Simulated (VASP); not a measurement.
Sn2H3Br:

```
Sn H Br
1.0
     0.00000    4.46390    4.40578
     2.56869    0.00000    4.40578
     2.56869    4.46390    0.00000
Sn H Br
2 3 1
Cartesian
  1.2843 2.2320 2.2154
  3.8530 6.6959 6.6212
  2.5687 4.4639 7.3597
  2.5687 5.9451 4.4174
  2.5687 2.9827 4.4174
  2.5687 4.4639 1.4034
```

The cell was built from a structure type or drawn by symmetry, and may not be a known phase.

```yaml
Program: VASP 6.6.1
Task: relaxation of cell and atoms
Functional: PBE
Potentials_or_basis: VASP PAW PBE potentials, release 64 (Sn_d, H, Br)
Cutoff: 600 eV
k_mesh: 3 × 3 × 3
Occupations: gaussian, width 0.15 eV
Spin: no spin polarisation
```

At the start: pressure 11.9 GPa; volume 16.84 Å³/atom.

**Question.** Where does the relaxation end?

**Answer.** Over 36 steps the energy falls by 580.9 meV/atom and the volume is 24.27 Å³/atom (+44.1 %); space group Fmm2 (No. 42, to 0.1 Å) before and after.

The path:
| step | energy change (eV) | largest force (eV/Å) | pressure (GPa) | volume (Å³) |
| --- | --- | --- | --- | --- |
| 1 | 0.0000 | 1.5331 | 11.86 | 101.04 |
| 2 | -1.7109 | 0.5398 | -1.40 | 119.60 |
| 3 | -1.7633 | 0.5640 | -2.56 | 122.88 |
| 4 | -1.7309 | 0.6046 | -4.29 | 129.48 |
| 5 | -1.7714 | 0.5772 | -3.13 | 124.82 |
| 6 | -2.0262 | 0.5528 | -2.24 | 119.16 |
| 7 | -2.2077 | 0.6264 | -0.65 | 111.62 |
| 8 | -2.1042 | 0.7983 | 4.78 | 96.60 |
| 9 | -2.2477 | 0.6992 | 0.90 | 106.10 |
| 10 | -2.3682 | 0.6143 | 0.50 | 106.48 |
| 11 | -2.6016 | 0.3631 | -0.25 | 107.52 |
| 12 | -2.4704 | 0.5623 | -0.01 | 109.14 |
| 13 | -2.6416 | 0.3782 | -0.42 | 108.17 |
| 14 | -2.7408 | 0.1171 | 1.08 | 106.24 |
| 15 | -2.7427 | 0.1374 | 1.37 | 105.91 |
| 16 | -2.8130 | 0.3247 | -0.17 | 112.65 |
| 17 | -2.8307 | 0.4249 | -0.90 | 117.51 |
| 18 | -2.8866 | 0.4877 | -0.72 | 119.14 |
| 19 | -2.9807 | 0.6672 | 0.16 | 123.46 |
| 20 | -2.9865 | 0.7263 | 0.50 | 124.71 |
| 21 | -3.0639 | 0.7305 | 0.11 | 129.36 |
| 22 | -3.2181 | 0.6615 | -0.76 | 142.71 |
| 23 | -3.2328 | 0.6186 | -0.97 | 147.39 |
| 24 | -3.3479 | 0.3646 | -0.32 | 146.92 |
| 25 | -3.3677 | 0.2275 | 0.07 | 146.49 |
| 26 | -3.3687 | 0.1913 | 0.20 | 146.34 |
| 27 | -3.3985 | 0.1532 | -0.24 | 148.13 |
| 28 | -3.4259 | 0.1396 | -0.91 | 151.06 |
| 29 | -3.3773 | 0.3463 | -2.19 | 156.88 |
| 30 | -3.4289 | 0.1619 | -1.13 | 152.03 |
| 31 | -3.4394 | 0.1510 | -1.09 | 151.67 |
| 32 | -3.4631 | 0.1228 | -0.96 | 150.58 |
| 33 | -3.4655 | 0.1158 | -0.66 | 148.28 |
| 34 | -3.4725 | 0.0985 | -0.82 | 149.44 |
| 35 | -3.4795 | 0.0595 | -0.57 | 148.10 |
| 36 | -3.4852 | 0.0445 | -0.07 | 145.59 |

Final structure:
```yaml
crystal:
  lattice:
    - [0.00000, 3.93962, 5.84988]
    - [3.15872, 0.00000, 5.84988]
    - [3.15872, 3.93962, 0.00000]
  atoms:
    - { symbol: Sn, position: [0.32499, 0.32499, 0.17501] }
    - { symbol: Sn, position: [0.82499, 0.82499, 0.67501] }
    - { symbol: H, position: [0.83620, 0.83620, 0.16380] }
    - { symbol: H, position: [0.60807, 0.24411, 0.75589] }
    - { symbol: H, position: [0.24411, 0.60807, 0.39193] }
    - { symbol: Br, position: [0.16164, 0.16164, 0.83836] }
```

Caveat: the k points lie up to 0.46 Å⁻¹ apart in the final cell; the volume moved by over 15 % at a fixed basis, so the end points are rough; the relaxation stopped at a loose force limit of 0.08 eV/Å, so its end isn't a converged minimum.
